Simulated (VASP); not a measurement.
The system is InAs.

```
In As
1.0
     3.53654    0.00000    0.00000
     0.00000    3.53654    0.00000
     0.00000    0.00000    3.53654
In As
1 1
Direct
  0.00000 0.00000 0.00000
  0.50000 0.50000 0.50000
```

Base run:

| Item | Value |
| --- | --- |
| Program | VASP 6.6.1 |
| Functional | PBE |
| Potentials or basis | VASP PAW PBE potentials, release 64 (In_d, As) |
| Cutoff | 520 eV |
| k mesh | 8 × 8 × 8 |
| Occupations | fermi-dirac, width 0.02 eV |
| Spin | no spin polarisation |

Its results: band gap on the k mesh zero (band 9 reaches 8.07 eV, above the bottom of band 10 at 5.21 eV); pressure 1.9 GPa.

Problem. The run is repeated on the same cell with these changes: functional from PBE to r2SCAN; further incar settings from ALGO = Normal; EDIFF = 1e-06; NBANDS = 16 to ALGO = Normal; EDIFF = 1e-07; NBANDS = 16. What comes out?

Solution. Band gap on the k mesh zero (band 9 reaches 7.91 eV, above the bottom of band 10 at 4.97 eV); pressure 0.4 GPa.

Caveats: spin-orbit coupling is left out, which moves the levels of the heavy elements; the PAW data sets were made with another functional, which shifts forces and pressure a little (some runs).
